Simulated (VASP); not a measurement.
A run of VASP 6.6.1 is set up as follows.

POSCAR

```
TePb
1.0
    0.0000000000      3.1650427173      3.1650427173
    3.1650427173      0.0000000000      3.1650427173
    3.1650427173      3.1650427173      0.0000000000
Pb Te
1 1
Direct
    0.0000000000      0.0000000000      0.0000000000
    0.5000000000      0.5000000000      0.5000000000
```

File INCAR.step1:

```
SYSTEM = TePb
PREC = Accurate ; ENCUT = 520
EDIFF = 1E-5 ; ISMEAR = -1
SIGMA = 0.05 ; LREAL = .FALSE.
LASPH = .TRUE. ; NELM = 80
ALGO = Normal ; ISIF = 2
LWAVE = .TRUE. ; LCHARG = .FALSE.
NBANDS = 17 ; GGA = PE
```

INCAR.step2

```
SYSTEM = TePb
PREC = Accurate ; ENCUT = 520
EDIFF = 1E-6 ; ISMEAR = -1
SIGMA = 0.05 ; LREAL = .FALSE.
LASPH = .TRUE. ; NELM = 80
ALGO = Normal ; ISIF = 2
LWAVE = .FALSE. ; LCHARG = .FALSE.
GGA = PE ; LHFCALC = .TRUE.
AEXX = 0.25 ; HFSCREEN = 0.3
PRECFOCK = Normal ; NBANDS = 17
ISTART = 1
```

The input KPOINTS:

```
regular mesh
0
G
  4 4 4
  0 0 0
```

Potentials or basis: VASP PAW PBE potentials, release 64 (Pb_d, Te).

Launch:

```sh
$ cat potpaw_PBE.64/Pb_d/POTCAR potpaw_PBE.64/Te/POTCAR > POTCAR
$ cp INCAR.step1 INCAR
$ mpirun -np 1 vasp_std > vasp.out
$ cp INCAR.step2 INCAR
$ mpirun -np 1 vasp_std > vasp.out
```

Question: Predict the pressure.

Answer: 4.4 GPa.

Question: Predict the band gap on the k mesh.

Answer: 0.79 eV.

Caveat: the k points lie up to 0.43 Å⁻¹ apart; the PAW data sets were made with another functional, which shifts forces and pressure a little; spin-orbit coupling is left out, which moves the levels of the heavy elements. A k mesh can miss the band edges.
